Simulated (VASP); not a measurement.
Wanted: the native input for a VASP 6.6.1 run.

```yaml
Task: single point
Functional: PBE
Potentials_or_basis: VASP PAW PBE potentials, release 64 (Rb_sv, Al, O)
Cutoff: 520 eV
k_mesh: 6 × 6 × 8
Occupations: gaussian, width 0.1 eV
Spin: no spin polarisation
Dipole_correction: no
Further_INCAR_settings: ALGO = Normal; EDIFF = 1e-07; NBANDS = 26
```

The structure of RbAl2O3 lies in POSCAR:

```
RbAl2O3
1.0
    4.7452861300      0.0000000000      0.0000000000
   -2.3726430600      4.1095383300      0.0000000000
    0.0000000000      0.0000000000      2.4760987800
Rb Al O
1 2 3
Direct
    0.0000000000      0.0000000000      0.5000000000
    0.3333333300      0.6666666700      0.5000000000
    0.6666666700      0.3333333300      0.5000000000
    0.5000000000      0.5000000000      0.0000000000
    0.0000000000      0.5000000000      0.0000000000
    0.5000000000      0.0000000000      0.0000000000
```

The cell was built from a structure type or drawn by symmetry, and may not be a known phase.

The input as run:

INCAR

```
SYSTEM = RbAl2O3
PREC = Accurate
ENCUT = 520
EDIFF = 1E-7
ISMEAR = 0
SIGMA = 0.1
LREAL = .FALSE.
LASPH = .TRUE.
NELM = 100
ALGO = Normal
ISIF = 2
LWAVE = .FALSE.
LCHARG = .TRUE.
GGA = PE
LELF = .TRUE.
LVHAR = .TRUE.
NBANDS = 26
```

KPOINTS

```
regular mesh
0
G
  6 6 8
  0 0 0
```

Potentials or basis: VASP PAW PBE potentials, release 64 (Rb_sv, Al, O).

The run is started by

```sh
$ cat potpaw_PBE.64/Rb_sv/POTCAR potpaw_PBE.64/Al/POTCAR potpaw_PBE.64/O/POTCAR > POTCAR
$ mpirun -np 1 vasp_std > vasp.out
```

It gave:

The pressure is 99.0 GPa and the band gap on the k mesh is zero (an odd number of electrons rules out a gap without spin polarisation).

Caveat: the cell stands under pressure; an odd number of electrons without spin polarisation forces a metal; a magnetic or distorted state may lie lower.

It took 19 s on 1 thread of Intel(R) Xeon(R) 6975P-C (Granite Rapids), with other jobs on the host, peak memory 0.18 GiB.
